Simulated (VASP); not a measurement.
# LaAl3Ag (Cmcm) in VASP: single point with PBEsol

Aim: the single point of LaAl3Ag with PBEsol.

Program: VASP 6.6.1. These are calculated values, not measurements. Logs are shortened: lines on timing, memory, paths and dates and some standing lists are left out, and cuts for length are marked.

## (1) The cell of the first run

The structure is orthorhombic, space group Cmcm (No. 63). Conventional cell: a = 6.279 Å, b = 10.735 Å, c = 6.090 Å, α = 90.00°, β = 90.00°, γ = 90.00°. Within 4.5 Å of La (site symmetry m2m) lie 13 Al at 3.23 to 4.43 Å and 5 Ag at 3.36 to 3.80 Å and 4 La at 4.38 Å. Al (site symmetry m2m) has 1 Ag at 2.51 Å and 4 Al at 2.66 Å and 4 La at 3.23 to 3.28 Å within 3.3 Å. Al (site symmetry 2) has 2 Ag at 2.59 Å and 6 Al at 2.66 to 3.45 Å and 4 La at 3.45 to 3.48 Å within 3.5 Å. Within 3.6 Å of Ag (site symmetry m2m) lie 5 Al at 2.51 to 2.59 Å and 4 La at 3.36 to 3.51 Å.

## (2) Single point, PBEsol

File INCAR:

```
SYSTEM = LaAl3Ag
PREC = Accurate
ENCUT = 520
EDIFF = 1E-6
ISMEAR = 0
SIGMA = 0.1
LREAL = .FALSE.
LASPH = .TRUE.
NELM = 100
ALGO = Normal
ISIF = 2
LWAVE = .FALSE.
LCHARG = .FALSE.
GGA = PS
NBANDS = 42
```

File KPOINTS:

```
Automatic mesh
0
G
  6 6 6
  0 0 0
```

File POSCAR:

```
LaAl3Ag
1.0
    3.1393272656     -5.3672781699      0.0000000000
    3.1393272656      5.3672781699      0.0000000000
    0.0000000000      0.0000000000      6.0895890361
La Al Ag
2 6 2
Direct
    0.2430743493      0.7569256507      0.2500000000
    0.7569256507      0.2430743493      0.7500000000
    0.6553116556      0.3446883444      0.2500000000
    0.3446883444      0.6553116556      0.7500000000
    0.7254148361      0.7254148361      0.5000000000
    0.7254148361      0.7254148361      0.0000000000
    0.2745851639      0.2745851639      0.5000000000
    0.2745851639      0.2745851639      0.0000000000
    0.8890352628      0.1109647372      0.2500000000
    0.1109647372      0.8890352628      0.7500000000
```

Potentials or basis: VASP PAW PBE potentials, release 64 (La, Al, Ag).

Started as:

```bash
$ cat potpaw_PBE.64/La/POTCAR potpaw_PBE.64/Al/POTCAR potpaw_PBE.64/Ag/POTCAR > POTCAR
$ mpirun -np 1 vasp_std > vasp.out
```

OUTCAR:

```text
SYSTEM = LaAl3Ag
   PREC = Accurate
   ENCUT = 520
   EDIFF = 1E-6
   ISMEAR = 0
   LREAL = .FALSE.
   LASPH = .TRUE.
   NELM = 100
   ISIF = 2
   GGA = PS

 ion  position               nearest neighbor table
   1  0.243  0.757  0.250-   4 3.23   4 3.23   3 3.28   3 3.28  10 3.36  10 3.36   5 3.45   6 3.45
                             7 3.45   8 3.45   8 3.48   7 3.48   5 3.48   6 3.48   9 3.51   9 3.51
   2  0.757  0.243  0.750-   3 3.23   3 3.23   4 3.28   4 3.28   9 3.36   9 3.36   5 3.45   6 3.45
                             7 3.45   8 3.45   8 3.48   7 3.48   5 3.48   6 3.48  10 3.51  10 3.51
   3  0.655  0.345  0.250-   9 2.51   6 2.66   7 2.66   8 2.66   5 2.66   2 3.23   2 3.23   1 3.28
                             1 3.28
   4  0.345  0.655  0.750-  10 2.51   6 2.66   7 2.66   8 2.66   5 2.66   1 3.23   1 3.23   2 3.28
                             2 3.28
   5  0.725  0.725  0.500-   9 2.59  10 2.59   3 2.66   4 2.66   7 2.83   6 3.04   6 3.04   2 3.45
                             1 3.45   2 3.48   1 3.48
   6  0.725  0.725  0.000-   9 2.59  10 2.59   3 2.66   4 2.66   8 2.83   5 3.04   5 3.04   2 3.45
                             1 3.45   2 3.48   1 3.48
   7  0.275  0.275  0.500-   9 2.59  10 2.59   3 2.66   4 2.66   5 2.83   8 3.04   8 3.04   2 3.45
                             1 3.45   1 3.48   2 3.48
   8  0.275  0.275  0.000-   9 2.59  10 2.59   3 2.66   4 2.66   6 2.83   7 3.04   7 3.04   2 3.45
                             1 3.45   1 3.48   2 3.48
   9  0.889  0.111  0.250-   3 2.51   5 2.59   6 2.59   7 2.59   8 2.59   2 3.36   2 3.36   1 3.51
                             1 3.51
  10  0.111  0.889  0.750-   4 2.51   5 2.59   6 2.59   7 2.59   8 2.59   1 3.36   1 3.36   2 3.51
                             2 3.51

  LATTYP: Found a base centered orthorhombic cell.
 ALAT       =     6.2786545312
 B/A-ratio  =     1.7096905534
 C/A-ratio  =     0.9698875780

  Lattice vectors:

 A1 = (   3.1393272656,  -5.3672781699,   0.0000000000)
 A2 = (   3.1393272656,   5.3672781699,   0.0000000000)
 A3 = (   0.0000000000,   0.0000000000,   6.0895890361)

Analysis of symmetry for initial positions (statically):
=====================================================================
 Subroutine PRICEL returns:
 Original cell was already a primitive cell.

 Routine SETGRP: Setting up the symmetry group for a
 base centered orthorhombic supercell.

 Subroutine GETGRP returns: Found  8 space group operations
 (whereof  4 operations were pure point group operations)
 out of a pool of  8 trial point group operations.

The static configuration has the point symmetry C_2h.
 The point group associated with its full space group is D_2h.

Analysis of symmetry for dynamics (positions and initial velocities):
=====================================================================
 Subroutine PRICEL returns:
 Original cell was already a primitive cell.

 Routine SETGRP: Setting up the symmetry group for a
 base centered orthorhombic supercell.

 Subroutine GETGRP returns: Found  8 space group operations
 (whereof  4 operations were pure point group operations)
 out of a pool of  8 trial point group operations.

The dynamic configuration has the point symmetry C_2h.
 The point group associated with its full space group is D_2h.

 Subroutine INISYM returns: Found  8 space group operations
 (whereof  4 operations are pure point group operations),
 and found     1 'primitive' translations

----------------------------------------------------------------------------------------

                                     Primitive cell

  volume of cell :     205.2148

  direct lattice vectors                    reciprocal lattice vectors
     3.139327266 -5.367278170  0.000000000     0.159269792 -0.093157087  0.000000000
     3.139327266  5.367278170  0.000000000     0.159269792  0.093157087  0.000000000
     0.000000000  0.000000000  6.089589036     0.000000000  0.000000000  0.164214694

  length of vectors
     6.217961936  6.217961936  6.089589036     0.184513169  0.184513169  0.164214694

  position of ions in fractional coordinates (direct lattice)
     0.243074349  0.756925651  0.250000000
     0.756925651  0.243074349  0.750000000
     0.655311656  0.344688344  0.250000000
     0.344688344  0.655311656  0.750000000
     0.725414836  0.725414836  0.500000000
     0.725414836  0.725414836  0.000000000
     0.274585164  0.274585164  0.500000000
     0.274585164  0.274585164  0.000000000
     0.889035263  0.110964737  0.250000000
     0.110964737  0.889035263  0.750000000

  ion indices of the primitive-cell ions
   primitive index   ion index
                 1           1
                 2           2
                 3           3
                 4           4
                 5           5
                 6           6
                 7           7
                 8           8
                 9           9
                10          10

----------------------------------------------------------------------------------------

 KPOINTS: Automatic mesh

Automatic generation of k-mesh.
 Grid dimensions read from file:
 generate k-points for:    6    6    6

 Generating k-lattice:

  Cartesian coordinates                     Fractional coordinates (reciprocal lattice)
     0.026544965 -0.015526181  0.000000000     0.166666667  0.000000000  0.000000000
     0.026544965  0.015526181  0.000000000     0.000000000  0.166666667  0.000000000
     0.000000000  0.000000000  0.027369116     0.000000000  0.000000000  0.166666667

  Length of vectors
     0.030752195  0.030752195  0.027369116

  Shift w.r.t. Gamma in fractional coordinates (k-lattice)
     0.000000000  0.000000000  0.000000000

 Subroutine IBZKPT returns following result:
 ===========================================

 Found     52 irreducible k-points:

 Following reciprocal coordinates:
            Coordinates               Weight
  0.000000  0.000000  0.000000      1.000000
  0.166667  0.000000  0.000000      4.000000
  0.333333  0.000000  0.000000      4.000000
  0.500000  0.000000  0.000000      2.000000
  0.166667  0.166667  0.000000      2.000000
  0.333333  0.166667  0.000000      4.000000
[... 16 lines left out ...]
  0.333333  0.333333  0.166667      4.000000
  0.500000  0.333333  0.166667      8.000000
 [... further k-points ...]
   k-points           NKPTS =     52   k-points in BZ     NKDIM =     52   number of bands    NBANDS=     42
   number of dos      NEDOS =    301   number of ions     NIONS =     10
   total plane-waves  NPLWV = 110592
   dimension x,y,z NGX =    48 NGY =   48 NGZ =   48
   dimension x,y,z NGXF=    96 NGYF=   96 NGZF=   96
   ions per type =               2   6   2
   NGX,Y,Z   is equivalent  to a cutoff of  12.83, 12.83, 13.10 a.u.
   NGXF,Y,Z  is equivalent  to a cutoff of  25.67, 25.67, 26.21 a.u.
 SYSTEM =  LaAl3Ag
   PREC   = accura    normal or accurate (medium, high low for compatibility)
   ISTART =      0    job   : 0-new  1-cont  2-samecut
   ICHARG =      2    charge: 1-file 2-atom 10-const
   ISPIN  =      1    spin polarized calculation?
   LNONCOLLINEAR =      F non collinear calculations
   LSORBIT =      F    spin-orbit coupling
   LASPH  =      T    aspherical Exc in radial PAW
   ENCUT  =  520.0 eV  38.22 Ry    6.18 a.u.  11.56 11.56 11.32*2*pi/ulx,y,z
   NELM   =    100;   NELMIN=  2; NELMDL= -5     # of ELM steps
   EDIFF  = 0.1E-05   stopping-criterion for ELM
   LREAL  =      F    real-space projection
   EDIFFG = 0.1E-04   stopping-criterion for IOM
   NSW    =      0    number of steps for IOM
   IBRION =     -1    ionic relax: 0-MD 1-quasi-New 2-CG
   NFREE  =      0    steps in history (QN), initial steepest desc. (CG)
   ISIF   =      2    stress and relaxation
   ISYM   =      2    0-nonsym 1-usesym 2-fastsym
   POTIM  = 0.5000    time-step for ionic-motion
   TEBEG  =    0.0;   TEEND  =   0.0 temperature during run
   PSTRESS=    0.0 pullay stress
   NELECT =      62.0000    total number of electrons
   NUPDOWN=      -1.0000    fix difference up-down
   EMIN   =  10.00;   EMAX   =-10.00  energy-range for DOS
   EFERMI =   0.00;   METHOD = LEGACY
   ISMEAR =     0;   SIGMA  =   0.10  broadening in eV -4-tet -1-fermi 0-gaus
   EFERMI_NEDOS =   21; number of points for ismear=-14 and -15
   IALGO  =     38    algorithm
   IMIX   =      4    mixing-type and parameters
     AMIX     =   0.40;   BMIX     =  1.00
     AMIX_MAG =   1.60;   BMIX_MAG =  1.00
  volume/ion in A,a.u.               =      20.52       138.49
  Fermi-wavevector in a.u.,A,eV,Ry     =   1.098506  2.075876 16.418365  1.206716
  Thomas-Fermi vector in A             =   2.234885
   LORBIT       =      0    0 simple, 1 ext, 2 COOP (PROOUT), +10 PAW based schemes
   GGA     = PS    functional components
   LHFCALC =     F    Hartree Fock is set to
   AEXX    =    0.0000 exact exchange contribution
   IVDW    =     0    specifies the selected vdW correction
   LEPSILON=     F    determine dielectric tensor
   LRPA    =     F    only Hartree local field effects (RPA)
 non-spin polarized calculation
 Gauss-broadening in eV      SIGMA  =   0.10
  energy-cutoff  :      520.00
  volume of cell :      205.21
 maximum number of plane-waves:      5554
 NGX is ok and might be reduce to    48
   NGX = 23   NGY = 23   NGZ = 23

 number of electron      61.9999998 magnetization

 Free energy of the ion-electron system (eV)
  ---------------------------------------------------
  ext. energy  EPLUGINS =         0.00000000
  ---------------------------------------------------
  free energy    TOTEN  =       -46.31855599 eV

  energy without entropy =      -46.30389312  energy(sigma->0) =      -46.31122455

 E-fermi :   7.8424     XC(G=0): -10.4477

 val. band max:        7.8281584038   @ k =   0.5000   0.1667   0.1667
 cond. band min:       7.8703186057   @ k =   0.3333   0.3333   0.1667
 fundamental gap:      0.0421602020
 Fermi energy:         7.8424270149

 k-point     1 :       0.0000    0.0000    0.0000
  band No.  band energies     occupation
      1     -24.6265      2.00000
      2     -24.6044      2.00000
      3      -8.4933      2.00000
      4      -8.4668      2.00000
      5      -8.4572      2.00000
      6      -8.4057      2.00000
[... 34 lines left out ...]
     41      10.1034      0.00000
     42      10.1451      0.00000

 k-point     2 :       0.1667    0.0000    0.0000
  band No.  band energies     occupation
      1     -24.6250      2.00000
      2     -24.6058      2.00000
      3      -8.4798      2.00000
      4      -8.4617      2.00000
      5      -8.4515      2.00000
      6      -8.4115      2.00000
[... 34 lines left out ...]
     41      10.0912      0.00000
     42      10.1195      0.00000

 k-point     3 :       0.3333    0.0000    0.0000
  band No.  band energies     occupation
      1     -24.6208      2.00000
      2     -24.6098      2.00000
      3      -8.4547      2.00000
      4      -8.4431      2.00000
      5      -8.4308      2.00000
      6      -8.4196      2.00000
[... 34 lines left out ...]
     41      10.0320      0.00000
     42      10.1288      0.00000

 k-point     4 :       0.5000    0.0000    0.0000
  band No.  band energies     occupation
      1     -24.6153      2.00000
      2     -24.6152      2.00000
      3      -8.4459      2.00000
      4      -8.4407      2.00000
      5      -8.3932      2.00000
      6      -8.3923      2.00000
[... 844 lines left out ...]
     41      10.0989      0.00000
     42      10.1310      0.00000

 k-point    23 :       0.3333    0.3333    0.1667
  band No.  band energies     occupation
      1     -24.6198      2.00000
      2     -24.6105      2.00000
      3      -8.4919      2.00000
      4      -8.4728      2.00000
      5      -8.4204      2.00000
      6      -8.4035      2.00000
[... 34 lines left out ...]
     41      10.0158      0.00000
     42      10.0460      0.00000

 k-point    24 :       0.5000    0.3333    0.1667
  band No.  band energies     occupation
      1     -24.6233      2.00000
      2     -24.6071      2.00000
      3      -8.4949      2.00000
      4      -8.4888      2.00000
      5      -8.4235      2.00000
      6      -8.4120      2.00000
[... 34 lines left out ...]
     41       9.9923      0.00000
     42      10.0194      0.00000

 [... further k-points ...]

------------------------ aborting loop because EDIFF is reached ----------------------------------------

  FORCE on cell =-STRESS in cart. coord.  units (eV):
  Direction    XX          YY          ZZ          XY          YZ          ZX
  --------------------------------------------------------------------------------------
  -------------------------------------------------------------------------------------
  Total       -0.0675050     -0.0148126     -0.0418549      0.0000000      0.0000000      0.0000000
  in kB       -0.5270329     -0.1156466     -0.3267747      0.0000000      0.0000000      0.0000000
  external PRESSURE =      -0.3231514 kB  Pullay stress =       0.0000000 kB

 VOLUME and BASIS-vectors are now :
 -----------------------------------------------------------------------------
  energy-cutoff  :      520.00
  volume of cell :      205.21
      direct lattice vectors                 reciprocal lattice vectors
     3.139327266 -5.367278170  0.000000000     0.159269792 -0.093157087  0.000000000
     3.139327266  5.367278170  0.000000000     0.159269792  0.093157087  0.000000000
     0.000000000  0.000000000  6.089589036     0.000000000  0.000000000  0.164214694

 POSITION                                       TOTAL-FORCE (eV/Angst)
 -----------------------------------------------------------------------------------
      3.13933      2.75798      1.52240         0.000000     -0.001813      0.000000
      3.13933     -2.75798      4.56719         0.000000      0.001813      0.000000
      3.13933     -1.66720      1.52240         0.000000     -0.011031      0.000000
      3.13933      1.66720      4.56719         0.000000      0.011031      0.000000
      4.55463      0.00000      3.04479         0.005015     -0.000000      0.000000
      4.55463      0.00000      0.00000         0.005015     -0.000000      0.000000
      1.72403      0.00000      3.04479        -0.005015     -0.000000     -0.000000
      1.72403      0.00000      0.00000        -0.005015     -0.000000      0.000000
      3.13933     -4.17612      1.52240         0.000000      0.003934     -0.000000
      3.13933      4.17612      4.56719         0.000000     -0.003934     -0.000000
 -----------------------------------------------------------------------------------
    total drift:                                0.000000      0.000000      0.000000

  FREE ENERGIE OF THE ION-ELECTRON SYSTEM (eV)
  ---------------------------------------------------
  free  energy   TOTEN  =       -46.3185559884 eV

  energy  without entropy=      -46.3038931202  energy(sigma->0) =      -46.31122455
```

Run time: 11 min. Hardware: 1 thread of Intel Xeon Platinum 8259CL at 2.50GHz (Skylake/Cascade Lake), shared host; peak memory 0.61 GiB.

What came out:

```yaml
Free_energy: -46.3186 eV
Pressure: 0.0 GPa
Largest_force: 0.011 eV/Å
Band_gap_on_the_k_mesh: zero (bands 31 and 32 overlap by 1.45 eV)
```

Forces in eV/Å, atoms in the order of the input:
```
La   0.000 -0.002  0.000
La   0.000  0.002  0.000
Al   0.000 -0.011  0.000
Al   0.000  0.011  0.000
Al   0.005  0.000  0.000
Al   0.005  0.000  0.000
Al  -0.005  0.000  0.000
Al  -0.005  0.000  0.000
Ag   0.000  0.004  0.000
Ag   0.000 -0.004  0.000
```

Levels at points of the mesh, in eV from the Fermi level:
```
           k point  band 27  band 28  band 29  band 30  band 31  band 32  band 33  band 34  band 35  band 36
(0.00, 0.00, 0.00)    -1.89    -1.69    -1.38    -1.11    -0.45    -0.03     1.12     1.52     1.59     1.73
(0.50, 0.00, 0.00)    -1.65    -1.50    -1.31    -0.69    -0.66    -0.38     1.38     1.51     1.60     1.64
(0.50, 0.50, 0.00)    -1.25    -1.12    -1.08    -1.06     0.06     1.07     1.11     1.28     1.66     1.75
(0.00, 0.00, 0.50)    -1.47    -1.47    -1.06    -1.06    -0.84    -0.84     1.63     1.63     2.03     2.03
(0.50, 0.00, 0.50)    -1.06    -1.06    -0.11    -0.11     0.32     0.32     0.75     0.75     1.47     1.47
(0.50, 0.50, 0.50)    -0.88    -0.88    -0.31    -0.31    -0.02    -0.02     0.85     0.85     1.27     1.27
```

Caveat: the PAW data sets were made with another functional, which shifts forces and pressure a little; spin-orbit coupling is left out, which moves the levels of the heavy elements.
